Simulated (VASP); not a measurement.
A run of VASP 6.6.1:

INCAR

```
PREC = Accurate ; ENCUT = 520
EDIFF = 1E-6 ; ISMEAR = -1
SIGMA = 0.05 ; LREAL = False
LASPH = True ; NELM = 150
ALGO = Normal ; ISIF = 2
LWAVE = False ; LCHARG = False
ISPIN = 2 ; MAGMOM = 0 0.3 0.3 0.3
LORBIT = 11 ; NUPDOWN = 0.9
LMAXMIX = 4 ; GGA = PE
NBANDS = 29
```

Contents of KPOINTS:

```
Automatic mesh
0
Gamma
  7 7 7
```

Contents of POSCAR:

```
SiNi3
1.0
    3.5420000000      0.0000000000      0.0000000000
    0.0000000000      3.5420000000      0.0000000000
    0.0000000000      0.0000000000      3.5420000000
Si Ni
1 3
Direct
    0.0000000000      0.0000000000      0.0000000000
    0.0000000000      0.5000000000      0.5000000000
    0.5000000000      0.0000000000      0.5000000000
    0.5000000000      0.5000000000      0.0000000000
```

Potentials or basis: VASP PAW PBE potentials, release 64 (Si, Ni).

Command:

```bash
$ cat potpaw_PBE.64/Si/POTCAR potpaw_PBE.64/Ni/POTCAR > POTCAR
$ mpirun -np 1 vasp_std > vasp.out
```

Hardware: 1 thread of Intel(R) Xeon(R) Platinum 8488C (Sapphire Rapids) (shared host).

Problem. Estimate the wall time of this run.

Solution. Wall time 67 s on 1 thread of Intel(R) Xeon(R) Platinum 8488C (Sapphire Rapids), with other jobs on the host, peak memory 0.19 GiB. Counts: scf iterations 15, k points 20.
